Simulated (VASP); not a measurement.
Here is a VASP 6.6.1 calculation.

INCAR

```
SYSTEM = Ni
PREC = Accurate
ENCUT = 520
EDIFF = 1E-6
ISMEAR = -1
SIGMA = 0.05
LREAL = .False.
LASPH = .True.
NELM = 150
ALGO = Normal
ISIF = 2
LWAVE = .False.
LCHARG = .False.
ISPIN = 2
MAGMOM = 0.607
LORBIT = 11
LMAXMIX = 4
NBANDS = 15
```

File KPOINTS:

```
regular mesh
0
Gamma
  6 6 6
  0 0 0
```

The input POSCAR:

```
Ni
1.0
    0.0000000000      1.7124646296      1.7124646296
    1.7124646296      0.0000000000      1.7124646296
    1.7124646296      1.7124646296      0.0000000000
Ni
1
Direct
    0.0000000000      0.0000000000      0.0000000000
```

Potentials or basis: VASP PAW LDA potentials, release 64 (Ni).

Run with:

```console
$ cat potpaw_LDA.64/Ni/POTCAR > POTCAR
$ mpirun -np 1 vasp_std > vasp.out
```

Task: What does it give for the pressure?

Result: -1.2 GPa.

Task: Predict the site moments.

Result: Ni +0.64 μB.

Task: What does it give for the net moment?

Result: 0.63 μB per cell.

Caveat: the k points lie up to 0.53 Å⁻¹ apart.
